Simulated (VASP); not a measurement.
A run of VASP 6.6.1:

File INCAR:

```
ALGO = Normal
EDIFF = 1E-6
ENCUT = 520
GGA = PS
ISIF = 2
ISMEAR = 0
LASPH = True
LCHARG = False
LREAL = False
LWAVE = False
NBANDS = 15
NELM = 100
PREC = Accurate
SIGMA = 0.1
```

Contents of KPOINTS:

```
k-points
0
Gamma
  18 18 14
```

Contents of POSCAR:

```
TaN
1.0
    2.9239912499      0.0000000000      0.0000000000
   -1.4619956250      2.5322507029      0.0000000000
    0.0000000000      0.0000000000      2.8707269463
Ta N
1 1
Direct
    0.3333333333      0.6666666667      0.5000000000
    0.0000000000      0.0000000000      0.0000000000
```

Potentials or basis: VASP PAW PBE potentials, release 64 (Ta_pv, N).

Command:

```console
$ cat potpaw_PBE.64/Ta_pv/POTCAR potpaw_PBE.64/N/POTCAR > POTCAR
$ mpirun -np 1 vasp_std > vasp.out
```

Hardware: 1 thread of Intel(R) Xeon(R) Platinum 8259CL CPU @ 2.50GHz (Skylake/Cascade Lake) (shared host).

Question: Estimate the wall time of this run.

Answer: Wall time 65 s on 1 thread of Intel(R) Xeon(R) Platinum 8259CL CPU @ 2.50GHz (Skylake/Cascade Lake) (shared host), peak memory 0.22 GiB. Counts: scf iterations 13, k points 296.
